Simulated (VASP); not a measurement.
Set up this calculation in VASP 6.6.1, as the native input.

| Quantity | Value |
| --- | --- |
| Task | single point |
| Functional | LDA |
| Potentials or basis | VASP PAW LDA potentials, release 64 (Tc_pv, B) |
| Cutoff | 520 eV |
| k mesh | 9 × 9 × 3 |
| Occupations | fermi-dirac, width 0.1 eV |
| Spin | no spin polarisation |
| Dipole correction | no |
| Further INCAR settings | ALGO = Normal; EDIFF = 1e-06; NBANDS = 28 |

The structure of TcB2 lies in POSCAR:

```
TcB2
1.0
    2.8907180000      0.0000000000      0.0000000000
   -1.4453590000      2.5034350000      0.0000000000
    0.0000000000      0.0000000000      7.4353130000
Tc B
2 4
Direct
    0.3333333333      0.6666666667      0.2500000000
    0.6666666667      0.3333333333      0.7500000000
    0.3333333333      0.6666666667      0.9520460000
    0.6666666667      0.3333333333      0.0479540000
    0.6666666667      0.3333333333      0.4520460000
    0.3333333333      0.6666666667      0.5479540000
```

The input as run:

INCAR

```
  PREC = Accurate
  ENCUT = 520
  EDIFF = 1E-6
  ISMEAR = -1
  SIGMA = 0.1
  LREAL = F
  LASPH = T
  NELM = 60
  ALGO = Normal
  ISIF = 2
  LWAVE = F
  LCHARG = F
  NBANDS = 28
```

KPOINTS

```
Automatic mesh
0
Gamma
  9 9 3
```

Potentials or basis: VASP PAW LDA potentials, release 64 (Tc_pv, B).

The run is started by

```console
$ cat potpaw_LDA.64/Tc_pv/POTCAR potpaw_LDA.64/B/POTCAR > POTCAR
$ mpirun -np 1 vasp_std > vasp.out
```

Results of the run:

| Property | Result |
| --- | --- |
| Pressure | -9.3 GPa |
| Largest force | 0.015 eV/Å |
| Band gap on the k mesh | zero (band 19 reaches 10.95 eV, above the bottom of band 20 at 9.57 eV) |

Run time: 42 s on 1 thread of Intel Xeon 8259CL, with other jobs on the host, peak memory 0.17 GiB.
